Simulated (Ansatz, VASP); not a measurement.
# TaS2: VASP beside Ansatz

```
Ta S
1.0
     3.45050    0.00000    0.00000
    -1.72525    2.98822    0.00000
     0.00000    0.00000    5.86000
Ta S
1 2
Direct
  0.00000 0.00000 0.00000
  0.33333 0.66667 0.25000
  0.66667 0.33333 0.75000
```

Change from the starting cell: equal xx and yy strain of +3 %.

Alike in both runs: task single point; functional PBE; k mesh 9 × 9 × 5; occupations fermi-dirac, width 0.03 eV; no spin polarisation.

|  | VASP | Ansatz |
| --- | --- | --- |
| version | VASP 6.6.1 | Ansatz 0.2.0 |
| potentials or method | VASP PAW PBE potentials, release 64 (Ta_pv, S), cutoff 500 eV | all-electron LAPW, scalar-relativistic |

|  | VASP | Ansatz | Ansatz less VASP |
| --- | --- | --- | --- |
| pressure (GPa) | 0.7 | 0.8 | +0.08 |
| traceless stress, the component that is largest in VASP (GPa) | 4.76 | 4.69 | -0.067 |
| rms of the force components (eV/Å) | 0.215 | 0.213 | -0.0020 |

Atom by atom the forces differ by 0.002 eV/Å (rms over components). Ansatz ran all-electron here, and VASP with PAW potentials.

Neither program's run includes spin-orbit coupling.
